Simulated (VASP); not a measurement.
Set up this calculation in VASP 6.6.1, as the native input.

```
Task                   : single point
Functional             : PBE
Dispersion             : D3(BJ)
Potentials or basis    : VASP PAW PBE potentials, release 64 (Ge_d)
Cutoff                 : 520 eV
k mesh                 : 12 × 12 × 12
Occupations            : gaussian, width 0.1 eV
Spin                   : no spin polarisation
Dipole correction      : no
Further INCAR settings : ALGO = Normal; EDIFF = 1e-06; NBANDS = 21
```

The structure of Ge lies in POSCAR:

```
Ge
1.0
    0.0000000000      2.8498220982      2.8498220982
    2.8498220982      0.0000000000      2.8498220982
    2.8498220982      2.8498220982      0.0000000000
Ge
2
Direct
    0.5000000000      0.5000000000      0.5000000000
    0.7500000000      0.7500000000      0.7500000000
```

The input as run:

INCAR

```
  PREC = Accurate
  ENCUT = 520
  EDIFF = 1E-6
  ISMEAR = 0
  SIGMA = 0.1
  LREAL = False
  LASPH = True
  NELM = 80
  ALGO = Normal
  ISIF = 2
  LWAVE = False
  LCHARG = True
  GGA = PE
  IVDW = 12
  LELF = True
  LVHAR = True
  NBANDS = 21
```

KPOINTS

```
Automatic mesh
0
Gamma
  12 12 12
```

Potentials or basis: VASP PAW PBE potentials, release 64 (Ge_d).

Launch:

```bash
$ cat potpaw_PBE.64/Ge_d/POTCAR > POTCAR
$ mpirun -np 1 vasp_std > vasp.out
```

It gave:

| Item | Value |
| --- | --- |
| Pressure | -0.1 GPa |
| Band gap on the k mesh | zero (filled and empty bands touch) |
| Dispersion energy per atom | -0.290 eV |

Caveat: pairwise dispersion overbinds metals, which lowers pressure and volume.

Run time: 54 s on 1 thread of AMD EPYC 9R45 (Zen 5) (shared host), peak memory 0.17 GiB.
